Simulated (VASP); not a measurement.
Input of a VASP 6.6.1 run:

File INCAR:

```
PREC = Accurate ; ENCUT = 520
EDIFF = 1E-7 ; ISMEAR = 0
SIGMA = 0.1 ; LREAL = F
LASPH = T ; NELM = 100
ALGO = Normal ; ISIF = 2
LWAVE = F ; LCHARG = F
GGA = PS ; NBANDS = 24
```

File KPOINTS:

```
Automatic mesh
0
Gamma
  18 18 18
```

The input POSCAR:

```
Ag
1.0
    1.4343554527      0.8281255067      7.0199836664
   -1.4343554527      0.8281255067      7.0199836664
    0.0000000000     -1.6562510134      7.0199836664
Ag
3
Direct
    0.0000000000      0.0000000000      0.0000000000
    0.7776903548      0.7776903548      0.7776903548
    0.2223096452      0.2223096452      0.2223096452
```

Potentials or basis: VASP PAW PBE potentials, release 64 (Ag).

Run with:

```bash
$ cat potpaw_PBE.64/Ag/POTCAR > POTCAR
$ mpirun -np 1 vasp_std > vasp.out
```

(1) What does it give for the pressure?

## Answers

(1) -0.2 GPa.

Caveat: the PAW data sets were made with another functional, which shifts forces and pressure a little.
